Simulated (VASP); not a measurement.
# B4Cl3 (P6/mmm) in VASP: a series of runs, part 2 of 2

VASP 6.6.1. Earlier steps stand in the parts before.

**4. Single point, PBE**

This run uses another cell than the first one, of 18.41 Å³/atom, 0.998 times its volume.

INCAR reads:

```
ALGO = Normal
EDIFF = 1E-6
ENCUT = 520
GGA = PE
ISIF = 2
ISMEAR = 0
LASPH = True
LCHARG = False
LREAL = False
LWAVE = False
NBANDS = 26
NELM = 100
PREC = Accurate
SIGMA = 0.1
```

KPOINTS reads:

```
k-points
0
Gamma
  9 9 6
```

POSCAR reads:

```
B4Cl3
1.0
    5.4012745969      0.0000000000      0.0000000000
   -2.7006372984      4.6776410137      0.0000000000
    0.0000000000      0.0000000000      5.1007843185
B Cl
4 3
Direct
    0.3333333333      0.6666666667      0.6493801946
    0.3333333333      0.6666666667      0.3506198054
    0.6666666667      0.3333333333      0.3506198054
    0.6666666667      0.3333333333      0.6493801946
    0.3333333333      0.6666666667      0.0000000000
    0.6666666667      0.3333333333      0.0000000000
    0.0000000000      0.0000000000      0.0000000000
```

Potentials or basis: VASP PAW PBE potentials, release 64 (B, Cl).

Run with:

```console
$ cat potpaw_PBE.64/B/POTCAR potpaw_PBE.64/Cl/POTCAR > POTCAR
$ mpirun -np 1 vasp_std > vasp.out
```

OUTCAR:

```text
EDIFF = 1E-6
   ENCUT = 520
   GGA = PE
   ISIF = 2
   ISMEAR = 0
   LASPH = True
   LREAL = False
   NELM = 100
   PREC = Accurate

 ion  position               nearest neighbor table
   1  0.333  0.667  0.649-   2 1.52   5 1.79
   2  0.333  0.667  0.351-   1 1.52   5 1.79
   3  0.667  0.333  0.351-   4 1.52   6 1.79
   4  0.667  0.333  0.649-   3 1.52   6 1.79
   5  0.333  0.667  0.000-   1 1.79   2 1.79
   6  0.667  0.333  0.000-   3 1.79   4 1.79
   7  0.000  0.000  0.000-

  LATTYP: Found a hexagonal cell.
 ALAT       =     5.4012745969
 C/A-ratio  =     0.9443667836

  Lattice vectors:

 A1 = (   5.4012745969,   0.0000000000,   0.0000000000)
 A2 = (  -2.7006372984,   4.6776410137,   0.0000000000)
 A3 = (   0.0000000000,   0.0000000000,   5.1007843185)

Analysis of symmetry for initial positions (statically):
=====================================================================
 Subroutine PRICEL returns:
 Original cell was already a primitive cell.

 Routine SETGRP: Setting up the symmetry group for a
 hexagonal supercell.

 Subroutine GETGRP returns: Found 24 space group operations
 (whereof 24 operations were pure point group operations)
 out of a pool of 24 trial point group operations.

The static configuration has the point symmetry D_6h.

Analysis of symmetry for dynamics (positions and initial velocities):
=====================================================================
 Subroutine PRICEL returns:
 Original cell was already a primitive cell.

 Routine SETGRP: Setting up the symmetry group for a
 hexagonal supercell.

 Subroutine GETGRP returns: Found 24 space group operations
 (whereof 24 operations were pure point group operations)
[... 125 lines left out ...]
   EMIN   =  10.00;   EMAX   =-10.00  energy-range for DOS
   EFERMI =   0.00;   METHOD = LEGACY
   ISMEAR =     0;   SIGMA  =   0.10  broadening in eV -4-tet -1-fermi 0-gaus
   EFERMI_NEDOS =   21; number of points for ismear=-14 and -15
   IALGO  =     38    algorithm
   IMIX   =      4    mixing-type and parameters
     AMIX     =   0.40;   BMIX     =  1.00
     AMIX_MAG =   1.60;   BMIX_MAG =  1.00
  volume/ion in A,a.u.               =      18.41       124.24
  Fermi-wavevector in a.u.,A,eV,Ry     =   1.039584  1.964528 14.704281  1.080734
  Thomas-Fermi vector in A             =   2.174121
   LORBIT       =      0    0 simple, 1 ext, 2 COOP (PROOUT), +10 PAW based schemes
   GGA     = PE    functional components
   LHFCALC =     F    Hartree Fock is set to
   AEXX    =    0.0000 exact exchange contribution
   IVDW    =     0    specifies the selected vdW correction
   LEPSILON=     F    determine dielectric tensor
   LRPA    =     F    only Hartree local field effects (RPA)
 non-spin polarized calculation
 Gauss-broadening in eV      SIGMA  =   0.10
  energy-cutoff  :      520.00
  volume of cell :      128.87
 maximum number of plane-waves:      3493
   NGX = 21   NGY = 21   NGZ = 19

 number of electron      33.0000003 magnetization

 Free energy of the ion-electron system (eV)
  ---------------------------------------------------
  ext. energy  EPLUGINS =         0.00000000
  ---------------------------------------------------
  free energy    TOTEN  =       -21.83168198 eV

  energy without entropy =      -21.81580537  energy(sigma->0) =      -21.82374368

 E-fermi :   1.7551     XC(G=0):  -8.6640

 val. band max:        1.7433937537   @ k =   0.3333   0.3333   0.1667
 cond. band min:       1.7553654231   @ k =   0.2222   0.2222   0.0000
 fundamental gap:      0.0119716693
 Fermi energy:         1.7551115859

 k-point     1 :       0.0000    0.0000    0.0000
  band No.  band energies     occupation
      1     -17.1078      2.00000
      2     -16.3502      2.00000
      3     -10.8385      2.00000
      4      -8.8896      2.00000
      5      -8.1973      2.00000
      6      -6.7263      2.00000
[... 685 lines left out ...]
     25       8.5529      0.00000
     26       8.9788      0.00000

 [... further k-points ...]
[... 5 lines left out ...]
  --------------------------------------------------------------------------------------
  -------------------------------------------------------------------------------------
  Total       -0.0532418     -0.0532418     -0.3949932     -0.0000000      0.0000000      0.0000000
  in kB       -0.6619160     -0.6619160     -4.9106629     -0.0000000      0.0000000      0.0000000
  external PRESSURE =      -2.0781650 kB  Pullay stress =       0.0000000 kB

 VOLUME and BASIS-vectors are now :
 -----------------------------------------------------------------------------
  energy-cutoff  :      520.00
  volume of cell :      128.87
      direct lattice vectors                 reciprocal lattice vectors
     5.401274597  0.000000000  0.000000000     0.185141485  0.106891486  0.000000000
    -2.700637298  4.677641014  0.000000000     0.000000000  0.213782972  0.000000000
     0.000000000  0.000000000  5.100784318     0.000000000  0.000000000  0.196048282

 POSITION                                       TOTAL-FORCE (eV/Angst)
 -----------------------------------------------------------------------------------
     -0.00000      3.11843      3.31235        -0.000000      0.000000     -0.004223
     -0.00000      3.11843      1.78844         0.000000      0.000000      0.004223
      2.70064      1.55921      1.78844         0.000000     -0.000000      0.004223
      2.70064      1.55921      3.31235        -0.000000     -0.000000     -0.004223
     -0.00000      3.11843      0.00000        -0.000000     -0.000000     -0.000000
      2.70064      1.55921      0.00000         0.000000      0.000000     -0.000000
      0.00000      0.00000      0.00000        -0.000000      0.000000     -0.000000
 -----------------------------------------------------------------------------------
    total drift:                                0.000000     -0.000000      0.000000

  FREE ENERGIE OF THE ION-ELECTRON SYSTEM (eV)
  ---------------------------------------------------
  free  energy   TOTEN  =       -21.8316819840 eV

  energy  without entropy=      -21.8158053707  energy(sigma->0) =      -21.82374368
```

It took 2.5 min on 1 thread of AMD EPYC 7R43 (Zen 3), shared host; peak memory 0.26 GiB.

What came out:

```
Free energy   : -21.8317 eV
Pressure      : -0.2 GPa
Largest force : 0.004 eV/Å
```

Forces on the atoms (eV/Å):
```
B    0.000  0.000 -0.004
B    0.000  0.000  0.004
B    0.000  0.000  0.004
B    0.000  0.000 -0.004
Cl   0.000  0.000  0.000
Cl   0.000  0.000  0.000
Cl   0.000  0.000  0.000
```

Levels at points of the mesh, in eV from the Fermi level:
```tsv
k point	band 12	band 13	band 14	band 15	band 16	band 17	band 18	band 19	band 20	band 21
(0.00, 0.00, 0.00)	-0.87	-0.47	-0.47	-0.45	-0.45	1.40	1.51	1.51	1.78	1.78
(0.00, 0.00, 0.50)	-2.16	-2.16	-1.01	-0.79	-0.44	-0.44	-0.03	-0.03	0.74	5.15
```

Caveat: an odd number of electrons without spin polarisation forces a metal; a magnetic or distorted state may lie lower.

**5. Overview**

```tsv
task	cell	k mesh	cutoff (eV)	gap on the mesh (eV)	pressure (GPa)	largest force (eV/Å)
single point	a = 5.409, b = 5.409, c = 5.096 Å, angles 90.0, 90.0, 120.0°, 7 atoms	9 × 9 × 8	520	none	-0.2	0.02
relaxation of cell and atoms	relaxed from a = 5.401, b = 5.401, c = 5.101 Å, angles 90.0, 90.0, 120.0°, 7 atoms	9 × 9 × 8	600	none	0.1	0.01
single point	a = 5.401, b = 5.401, c = 5.101 Å, angles 90.0, 90.0, 120.0°, 7 atoms	9 × 9 × 6	520	none	-0.2	-
```

Alike in all rows: level PBE; potentials or basis VASP PAW PBE potentials, release 64 (B, Cl); no spin polarisation; smearing gaussian 0.1 eV.

Caveats: an odd number of electrons without spin polarisation forces a metal; a magnetic or distorted state may lie lower.

Absolute energies hang on the potentials; compare differences alone.
